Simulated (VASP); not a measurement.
# SiC (P-6m2) in VASP: notebook

Runs on SiC. Level: PBE. Tasks: single point, relaxation of cell and atoms.

Everything below comes from runs of VASP 6.6.1. Logs are shortened: lines on timing, memory, paths and dates and some standing lists are left out, and cuts for length are marked.

## 1. The cell of the first run

It takes space group P-6m2 (No. 187, hexagonal). The conventional cell has a = 2.994 Å, b = 2.994 Å, c = 2.920 Å, α = 90.00°, β = 90.00°, γ = 120.00°. Within 3.0 Å of Si (site symmetry -6m2) lie 6 C at 2.26 Å and 8 Si at 2.92 to 2.99 Å. Within 3.0 Å of C (site symmetry -6m2) lie 6 Si at 2.26 Å and 8 C at 2.92 to 2.99 Å.

## 2. Single point, PBE, collinear spin, ferromagnetic start

Contents of INCAR:

```
SYSTEM = SiC
ALGO = Normal
EDIFF = 1E-7
ENCUT = 520
GGA = PE
ISIF = 2
ISMEAR = 0
ISPIN = 2
LASPH = .TRUE.
LCHARG = .FALSE.
LORBIT = 11
LREAL = .FALSE.
LWAVE = .FALSE.
MAGMOM = 0 1
NBANDS = 15
NELM = 150
PREC = Accurate
SIGMA = 0.1
```

Contents of KPOINTS:

```
k-points
0
G
  6 6 6
  0 0 0
```

Contents of POSCAR:

```
SiC
1.0
    2.9942280100      0.0000000000      0.0000000000
   -1.4971140000      2.5930775200      0.0000000000
    0.0000000000      0.0000000000      2.9204160900
Si C
1 1
Direct
    0.0000000000      0.0000000000      0.0000000000
    0.6666666700      0.3333333300      0.5000000000
```

Potentials or basis: VASP PAW PBE potentials, release 64 (Si, C).

The run is started by

```
> cat potpaw_PBE.64/Si/POTCAR potpaw_PBE.64/C/POTCAR > POTCAR
> mpirun -np 1 vasp_std > vasp.out
```

OUTCAR:

```text
SYSTEM = SiC
   EDIFF = 1E-7
   ENCUT = 520
   GGA = PE
   ISIF = 2
   ISMEAR = 0
   ISPIN = 2
   LASPH = .TRUE.
   LORBIT = 11
   LREAL = .FALSE.
   NELM = 150
   PREC = Accurate

 ion  position               nearest neighbor table
   1  0.000  0.000  0.000-   2 2.26   2 2.26   2 2.26   2 2.26   2 2.26   2 2.26
   2  0.667  0.333  0.500-   1 2.26   1 2.26   1 2.26   1 2.26   1 2.26   1 2.26

  LATTYP: Found a hexagonal cell.
 ALAT       =     2.9942280100
 C/A-ratio  =     0.9753485975

  Lattice vectors:

 A1 = (   2.9942280100,   0.0000000000,   0.0000000000)
 A2 = (  -1.4971140000,   2.5930775200,   0.0000000000)
 A3 = (   0.0000000000,   0.0000000000,   2.9204160900)

Analysis of symmetry for initial positions (statically):
=====================================================================
 Subroutine PRICEL returns:
 Original cell was already a primitive cell.

 Routine SETGRP: Setting up the symmetry group for a
 hexagonal supercell.

 Subroutine GETGRP returns: Found 12 space group operations
 (whereof 12 operations were pure point group operations)
 out of a pool of 24 trial point group operations.

The static configuration has the point symmetry D_3h.

Analysis of symmetry for dynamics (positions and initial velocities):
=====================================================================
 Subroutine PRICEL returns:
 Original cell was already a primitive cell.

 Routine SETGRP: Setting up the symmetry group for a
 hexagonal supercell.

 Subroutine GETGRP returns: Found 12 space group operations
 (whereof 12 operations were pure point group operations)
 out of a pool of 24 trial point group operations.

The dynamic configuration has the point symmetry D_3h.

Analysis of structural, dynamic, and magnetic symmetry:
=====================================================================
 Subroutine PRICEL returns:
 Original cell was already a primitive cell.

 Routine SETGRP: Setting up the symmetry group for a
 hexagonal supercell.

 Subroutine GETGRP returns: Found 12 space group operations
 (whereof 12 operations were pure point group operations)
 out of a pool of 24 trial point group operations.

The overall configuration has the point symmetry D_3h.

 Subroutine INISYM returns: Found 12 space group operations
 (whereof 12 operations are pure point group operations),
 and found     1 'primitive' translations

----------------------------------------------------------------------------------------

                                     Primitive cell

  volume of cell :      22.6749

  direct lattice vectors                    reciprocal lattice vectors
     2.994228010  0.000000000  0.000000000     0.333975902  0.192821076  0.000000000
[... 134 lines left out ...]

  energy without entropy =      -11.90124722  energy(sigma->0) =      -11.90271101

 E-fermi :   7.9010     XC(G=0): -11.3557

 val. band max:        7.8608871641   @ k =   0.1667   0.1667   0.5000
 cond. band min:       8.0584402802   @ k =   0.5000   0.0000   0.5000
 fundamental gap:      0.1975531161
 Fermi energy:         7.9009850335

 spin component 1

 k-point     1 :       0.0000    0.0000    0.0000
  band No.  band energies     occupation
      1      -7.2004      1.00000
      2       6.2565      1.00000
      3       8.2260      0.00000
      4       8.2260      0.00000
      5       8.7910      0.00000
      6      14.5532      0.00000
      7      14.7963      0.00000
      8      14.7963      0.00000
      9      19.9388      0.00000
     10      21.2716      0.00000
     11      23.6316      0.00000
     12      23.6316      0.00000
     13      26.7840      0.00000
     14      26.7840      0.00000
[... 403 lines left out ...]
      4       6.7354      1.00000
      5       8.3795      0.00000
      6      12.9318      0.00000
      7      13.9624      0.00000
      8      15.0282      0.00000
      9      21.4753      0.00000
     10      22.7159      0.00000
     11      25.3222      0.00000
     12      25.9723      0.00000
     13      29.2093      0.00000
     14      32.2563      0.00000
     15      35.2757      0.00000

 [... further k-points ...]

 spin component 2

 k-point     1 :       0.0000    0.0000    0.0000
  band No.  band energies     occupation
      1      -7.2004      1.00000
      2       6.2565      1.00000
      3       8.2259      0.00000
      4       8.2259      0.00000
      5       8.7910      0.00000
      6      14.5532      0.00000
      7      14.7963      0.00000
      8      14.7963      0.00000
      9      19.9389      0.00000
     10      21.2716      0.00000
     11      23.6316      0.00000
     12      23.6316      0.00000
     13      26.7840      0.00000
     14      26.7840      0.00000
[... 403 lines left out ...]
      4       6.7354      1.00000
      5       8.3794      0.00000
      6      12.9318      0.00000
      7      13.9625      0.00000
      8      15.0282      0.00000
      9      21.4753      0.00000
     10      22.7160      0.00000
     11      25.3222      0.00000
     12      25.9723      0.00000
     13      29.2093      0.00000
     14      32.2563      0.00000
     15      35.2757      0.00000

 [... further k-points ...]
[... 5 lines left out ...]
  --------------------------------------------------------------------------------------
  -------------------------------------------------------------------------------------
  Total       -2.4114972     -2.4114972     -6.6787011     -0.0000000     -0.0000000      0.0000000
  in kB     -170.3931970   -170.3931968   -471.9081648     -0.0000003     -0.0000000      0.0000000
  external PRESSURE =    -270.8981862 kB  Pullay stress =       0.0000000 kB

 VOLUME and BASIS-vectors are now :
 -----------------------------------------------------------------------------
  energy-cutoff  :      520.00
  volume of cell :       22.67
      direct lattice vectors                 reciprocal lattice vectors
     2.994228010  0.000000000  0.000000000     0.333975902  0.192821076  0.000000000
    -1.497114000  2.593077520  0.000000000     0.000000000  0.385642154  0.000000000
     0.000000000  0.000000000  2.920416090     0.000000000  0.000000000  0.342416960

 POSITION                                       TOTAL-FORCE (eV/Angst)
 -----------------------------------------------------------------------------------
      0.00000      0.00000      0.00000        -0.000000     -0.000000      0.000000
      1.49711      0.86436      1.46021         0.000000      0.000000      0.000000
 -----------------------------------------------------------------------------------
    total drift:                               -0.000005      0.000003      0.000000

  FREE ENERGIE OF THE ION-ELECTRON SYSTEM (eV)
  ---------------------------------------------------
  free  energy   TOTEN  =       -11.9041748105 eV

  energy  without entropy=      -11.9012472173  energy(sigma->0) =      -11.90271101

 total charge

# of ion       s       p       d       tot
------------------------------------------
    1        0.764   0.662   0.000   1.426
    2        0.901   1.317   0.000   2.217
--------------------------------------------------
tot          1.664   1.979   0.000   3.643

 magnetization (x)

# of ion       s       p       d       tot
------------------------------------------
    1        0.000   0.000   0.000   0.000
    2        0.000  -0.000   0.000  -0.000
--------------------------------------------------
tot          0.000  -0.000   0.000  -0.000
```

Run time: 28 s. Hardware: 1 thread of Intel Xeon 6975P-C, shared host; peak memory 0.15 GiB.

What came out:

```yaml
Free_energy: -11.9042 eV
Pressure: -27.1 GPa
Band_gap_on_the_k_mesh: zero (filled and empty bands overlap)
Net_moment: 0.00 μB per cell
Valence_electrons_inside_the_program's_atomic_spheres: Si 1.43; C 2.22
```

Caveat: the k points lie up to 0.40 Å⁻¹ apart.

## 3. Single point, PBE

This run uses another cell than the first one, of 9.13 Å³/atom, 0.805 times its volume.

Contents of INCAR:

```
SYSTEM = SiC
PREC     = Accurate       ! precision mode
ENCUT    = 520            ! plane-wave cutoff, eV
EDIFF    = 1E-6           ! SCF threshold, eV
ISMEAR   = 0              ! smearing method
SIGMA    = 0.1            ! smearing width, eV
LREAL    = .False.        ! projectors in reciprocal space
LASPH    = .True.         ! aspherical terms in the spheres
NELM     = 100            ! most SCF steps
ALGO     = Normal         ! electronic algorithm
ISIF     = 2              ! what is computed and relaxed
LWAVE    = .False.        ! write WAVECAR
LCHARG   = .False.        ! write CHGCAR
GGA      = PE             ! functional
NBANDS   = 11             ! bands
```

Contents of KPOINTS:

```
Automatic mesh
0
Gamma
  24 24 22
  0 0 0
```

Contents of POSCAR:

```
SiC
1.0
    2.8632198154      0.0000000000      0.0000000000
   -1.4316099077      2.4796210968      0.0000000000
    0.0000000000      0.0000000000      2.5712937821
Si C
1 1
Direct
    0.0000000000      0.0000000000      0.0000000000
    0.6666666667      0.3333333333      0.5000000000
```

Potentials or basis: VASP PAW PBE potentials, release 64 (Si, C).

The run is started by

```
> cat potpaw_PBE.64/Si/POTCAR potpaw_PBE.64/C/POTCAR > POTCAR
> mpirun -np 1 vasp_std > vasp.out
```

OUTCAR:

```text
SYSTEM = SiC
   PREC = Accurate
   ENCUT = 520
   EDIFF = 1E-6
   ISMEAR = 0
   LREAL = .False.
   LASPH = .True.
   NELM = 100
   ISIF = 2
   GGA = PE

 ion  position               nearest neighbor table
   1  0.000  0.000  0.000-   2 2.09   2 2.09   2 2.09   2 2.09   2 2.09   2 2.09
   2  0.667  0.333  0.500-   1 2.09   1 2.09   1 2.09   1 2.09   1 2.09   1 2.09

  LATTYP: Found a hexagonal cell.
 ALAT       =     2.8632198154
 C/A-ratio  =     0.8980427448

  Lattice vectors:

 A1 = (   2.8632198154,   0.0000000000,   0.0000000000)
 A2 = (  -1.4316099077,   2.4796210968,   0.0000000000)
 A3 = (   0.0000000000,   0.0000000000,   2.5712937821)

Analysis of symmetry for initial positions (statically):
=====================================================================
 Subroutine PRICEL returns:
 Original cell was already a primitive cell.

 Routine SETGRP: Setting up the symmetry group for a
 hexagonal supercell.

 Subroutine GETGRP returns: Found 12 space group operations
 (whereof 12 operations were pure point group operations)
 out of a pool of 24 trial point group operations.

The static configuration has the point symmetry D_3h.

Analysis of symmetry for dynamics (positions and initial velocities):
[... 166 lines left out ...]

 k-point     1 :       0.0000    0.0000    0.0000
  band No.  band energies     occupation
      1      -6.5877      2.00000
      2      10.1291      2.00000
      3      10.1291      2.00000
      4      10.2366      2.00000
      5      14.8875      0.00000
      6      16.6922      0.00000
      7      17.5971      0.00000
      8      17.5971      0.00000
      9      24.6414      0.00000
     10      26.3979      0.00000
     11      29.7058      0.00000
[... 309 lines left out ...]
 k-point    24 :       0.4583    0.0417    0.0000
  band No.  band energies     occupation
      1      -2.4892      2.00000
      2       0.2123      2.00000
      3       7.4244      2.00000
      4      12.1494      0.00000
      5      13.0059      0.00000
      6      19.7923      0.00000
      7      20.5518      0.00000
      8      20.9865      0.00000
      9      23.6829      0.00000
     10      27.4885      0.00000
     11      28.8729      0.00000

 [... further k-points ...]
[... 5 lines left out ...]
  --------------------------------------------------------------------------------------
  -------------------------------------------------------------------------------------
  Total        0.0148112      0.0148112      0.0135396      0.0000000     -0.0000000     -0.0000000
  in kB        1.2998967      1.2998967      1.1883002      0.0000000     -0.0000000     -0.0000000
  external PRESSURE =       1.2626979 kB  Pullay stress =       0.0000000 kB

 VOLUME and BASIS-vectors are now :
 -----------------------------------------------------------------------------
  energy-cutoff  :      520.00
  volume of cell :       18.26
      direct lattice vectors                 reciprocal lattice vectors
     2.863219815  0.000000000  0.000000000     0.349257153  0.201643711  0.000000000
    -1.431609908  2.479621097  0.000000000     0.000000000  0.403287422  0.000000000
     0.000000000  0.000000000  2.571293782     0.000000000  0.000000000  0.388909275

 POSITION                                       TOTAL-FORCE (eV/Angst)
 -----------------------------------------------------------------------------------
      0.00000      0.00000      0.00000         0.000000      0.000000      0.000000
      1.43161      0.82654      1.28565         0.000000      0.000000      0.000000
 -----------------------------------------------------------------------------------
    total drift:                               -0.000000      0.000000      0.000000

  FREE ENERGIE OF THE ION-ELECTRON SYSTEM (eV)
  ---------------------------------------------------
  free  energy   TOTEN  =       -12.4481737191 eV

  energy  without entropy=      -12.4456214504  energy(sigma->0) =      -12.44689758
```

OSZICAR:

```text
N       E                     dE             d eps       ncg     rms          rms(c)
DAV:   1     0.411605138517E+01    0.41161E+01   -0.40070E+03 16852   0.620E+02
DAV:   2    -0.129859389193E+02   -0.17102E+02   -0.16277E+02 20388   0.105E+02
DAV:   3    -0.134915994491E+02   -0.50566E+00   -0.50110E+00 20531   0.143E+01
DAV:   4    -0.134929693012E+02   -0.13699E-02   -0.13697E-02 17912   0.902E-01
DAV:   5    -0.134929732739E+02   -0.39726E-05   -0.39723E-05 20316   0.465E-02    0.703E+00
DAV:   6    -0.124527357884E+02    0.10402E+01   -0.39929E+00 17721   0.883E+00    0.294E+00
DAV:   7    -0.124523209893E+02    0.41480E-03   -0.11529E-01 19089   0.235E+00    0.140E+00
DAV:   8    -0.124482114370E+02    0.41096E-02   -0.63004E-03 17453   0.552E-01    0.192E-01
DAV:   9    -0.124481504639E+02    0.60973E-04   -0.68883E-04 21768   0.158E-01    0.904E-02
DAV:  10    -0.124481769807E+02   -0.26517E-04   -0.90517E-05 18635   0.605E-02    0.130E-02
DAV:  11    -0.124481737253E+02    0.32553E-05   -0.18414E-05 18515   0.208E-02    0.495E-03
DAV:  12    -0.124481737191E+02    0.62738E-08   -0.64827E-07  9354   0.607E-03
   1 F= -.12448174E+02 E0= -.12446898E+02  d E =-.255227E-02
```

stdout:

```text
POSCAR found type information on POSCAR SiC
 POSCAR found :  2 types and       2 ions
 scaLAPACK will be used
 LDA part: xc-table for (Slater+PW92), standard interpolation
 POSCAR, INCAR and KPOINTS ok, starting setup
 FFT: planning ... GRIDC
 FFT: planning ... GRID_SOFT
 FFT: planning ... GRID
 WAVECAR not read
 entering main loop
```

Wall time 2.3 min (1 thread of Intel Xeon 6975P-C, shared host); peak memory 0.25 GiB.

Results:

* Free energy: -12.4482 eV
* Pressure: 0.1 GPa
* Band gap on the k mesh: zero (band 4 reaches 12.45 eV, above the bottom of band 5 at 7.99 eV)

Levels at points of the mesh, in eV from the Fermi level:
```
           k point  band 1  band 2  band 3  band 4  band 5  band 6  band 7  band 8
(0.00, 0.00, 0.00)  -17.54   -0.82   -0.82   -0.72    3.93    5.74    6.64    6.64
(0.50, 0.00, 0.00)  -13.40  -10.84   -3.28    1.20    1.75    8.92    9.56    9.93
(0.00, 0.00, 0.50)  -13.23  -11.73    1.26    1.26    7.81    7.86    8.87    8.87
(0.50, 0.00, 0.50)   -9.58   -7.91   -7.00   -3.76   -0.64    5.01    6.53    6.78
```

## 4. Relaxation of cell and atoms, PBE

This run uses another cell than the first one, of 9.10 Å³/atom, 0.802 times its volume.

Contents of INCAR:

```
PREC = Accurate
ENCUT = 600
EDIFF = 1E-6
ISMEAR = 0
SIGMA = 0.1
LREAL = False
LASPH = True
NELM = 60
ALGO = Normal
ISIF = 3
LWAVE = False
LCHARG = False
GGA = PE
IBRION = 2
NSW = 100
EDIFFG = -0.01
```

Contents of KPOINTS:

```
regular mesh
0
Gamma
  24 24 22
```

Contents of POSCAR:

```
SiC
1.0
    2.8653240007      0.0000000000      0.0000000000
   -1.4326620004      2.4814433747      0.0000000000
    0.0000000000      0.0000000000      2.5586924219
Si C
1 1
Direct
    0.0000000000      0.0000000000      0.0000000000
    0.6666666667      0.3333333333      0.5000000000
```

The run is started by

```
> cat potpaw_PBE.64/Si/POTCAR potpaw_PBE.64/C/POTCAR > POTCAR
> mpirun -np 1 vasp_std > vasp.out
```

Run time: 4.2 min. Hardware: 1 thread of Intel Xeon 6975P-C, shared host; peak memory 0.25 GiB.

The run converged. Its results:

```
Free energy                            : -12.4491 eV
Relaxed volume                         : 9.13 Å³/atom
Relaxed cell                           : a = 2.863 Å, b = 2.863 Å, c = 2.571 Å, α = 90.00°, β = 90.00°, γ = 120.00°
Space group after relaxing (to 0.05 Å) : P-6m2 (No. 187)
Energy gained by relaxing              : 0.4 meV/atom
Ionic steps                            : 4
Pressure after relaxing                : 0.0 GPa
Band gap on the k mesh                 : zero (band 4 reaches 12.46 eV, above the bottom of band 5 at 7.99 eV)
```

The path:
```tsv
step	energy change (eV)	largest force (eV/Å)	pressure (GPa)	volume (Å³)
1	0.0000	0.0000	0.89	18.19
2	-0.0005	0.0000	-0.82	18.33
3	-0.0007	0.0000	-0.21	18.28
4	-0.0008	0.0000	0.04	18.25
```

Final structure:
```
CELL_PARAMETERS angstrom
2.86283 0.00000 0.00000
-1.43142 2.47928 0.00000
0.00000 0.00000 2.57132
ATOMIC_POSITIONS crystal
Si 0.00000 0.00000 0.00000
C 0.66667 0.33333 0.50000
```

Levels at points of the mesh, in eV from the Fermi level:
```
           k point  band 1  band 2  band 3  band 4  band 5  band 6  band 7  band 8
(0.00, 0.00, 0.00)  -17.54   -0.82   -0.82   -0.72    3.94    5.74    6.65    6.65
(0.50, 0.00, 0.00)  -13.40  -10.84   -3.28    1.20    1.75    8.92    9.56    9.93
(0.00, 0.00, 0.50)  -13.23  -11.73    1.26    1.26    7.82    7.87    8.88    8.88
(0.50, 0.00, 0.50)   -9.58   -7.91   -7.00   -3.76   -0.64    5.01    6.53    6.78
```

## 5. The runs side by side

```csv
task,spin,cell,k mesh,cutoff (eV),gap on the mesh (eV),pressure (GPa)
single point,"collinear, ferromagnetic start","a = 2.994, b = 2.994, c = 2.920 Å, angles 90.0, 90.0, 120.0°, 2 atoms",6 × 6 × 6,520,none,-27.1
single point,off,"a = 2.863, b = 2.863, c = 2.571 Å, angles 90.0, 90.0, 120.0°, 2 atoms",24 × 24 × 22,520,none,0.1
relaxation of cell and atoms,off,"relaxed from a = 2.865, b = 2.865, c = 2.559 Å, angles 90.0, 90.0, 120.0°, 2 atoms",24 × 24 × 22,600,none,0.0
```

Alike in all rows: level PBE; potentials or basis VASP PAW PBE potentials, release 64 (Si, C); smearing gaussian 0.1 eV.

Caveats: some runs use coarse meshes.

Total energies depend on the potentials used, so only differences within one code and one set of settings carry meaning.
